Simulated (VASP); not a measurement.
Wanted: the native input for a VASP 6.6.1 run.

```
Task                   : single point
Functional             : PBE
Potentials or basis    : VASP PAW PBE potentials, release 64 (Al)
Cutoff                 : 520 eV
k mesh                 : 30 × 30 × 30
Occupations            : gaussian, width 0.5 eV
Spin                   : no spin polarisation
Dipole correction      : no
Further INCAR settings : ALGO = Normal; EDIFF = 1e-06; NBANDS = 8
```

The structure of Al lies in POSCAR:

```
Al
1.0
    0.0000000000      2.0218358501      2.0218358501
    2.0218358501      0.0000000000      2.0218358501
    2.0218358501      2.0218358501      0.0000000000
Al
1
Direct
    0.0000000000      0.0000000000      0.0000000000
```

These files were run (other wordings do the same):

INCAR

```
ALGO = Normal
EDIFF = 1E-6
ENCUT = 520
GGA = PE
ISIF = 2
ISMEAR = 0
LASPH = T
LCHARG = F
LREAL = F
LWAVE = F
NBANDS = 8
NELM = 60
PREC = Accurate
SIGMA = 0.5
```

KPOINTS

```
k-points
0
Gamma
  30 30 30
```

Potentials or basis: VASP PAW PBE potentials, release 64 (Al).

Launch:

```sh
$ cat potpaw_PBE.64/Al/POTCAR > POTCAR
$ mpirun -np 1 vasp_std > vasp.out
```

Results of the run:

- Pressure: 0.0 GPa

Wall time 25 s on 1 thread of Intel(R) Xeon(R) 6975P-C (Granite Rapids), with other jobs on the host, peak memory 0.19 GiB.
